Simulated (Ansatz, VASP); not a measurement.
**Two plane-wave programs on YPt3F2**

```
Y Pt F
1.0
     4.89017    0.00000    0.00000
    -2.44508    4.23501    0.00000
     0.00000    0.00000    5.53157
Y Pt F
1 3 2
Direct
  0.00000 0.00000 0.00000
  0.50000 0.00000 0.50000
  0.50000 0.50000 0.50000
  0.00000 0.50000 0.50000
  0.33333 0.66667 0.00000
  0.66667 0.33333 0.00000
```

Change from the starting cell: species swapped into the DyB2Ru3 type (P6/mmm, No. 191).

Alike in both runs: task relaxation of cell and atoms; functional PBE; k mesh 12 × 12 × 8; occupations gaussian, width 0.1 eV; no spin polarisation.

|  | VASP | Ansatz |
| --- | --- | --- |
| version | VASP 6.6.1 | Ansatz 0.2.0 |
| potentials or method | VASP PAW PBE potentials, release 64 (Y_sv, Pt, F), cutoff 600 eV | scalar-relativistic, plane waves, PAW |
| valence electrons in the cell | 55 | 79 |

VASP gave:

```
gap on the k mesh at the Fermi level, each at its own relaxed structure (eV) : none
relaxed volume (Å³/atom)                                                     : 19.03
relaxed cell length with the largest relative difference (Å)                 : 5.531
```

**Question.** Estimate Ansatz's values.

**Answer.** gap on the k mesh at the Fermi level, each at its own relaxed structure (eV): none; relaxed volume (Å³/atom): 19.10; relaxed cell length with the largest relative difference (Å): 5.540.

A gap of «none» marks a metal or a gap that the smearing closes. VASP's potentials hold 55 valence electrons a cell and Ansatz's 79, so a difference there can come from the potentials and not from the codes.

Neither program's run includes spin-orbit coupling.
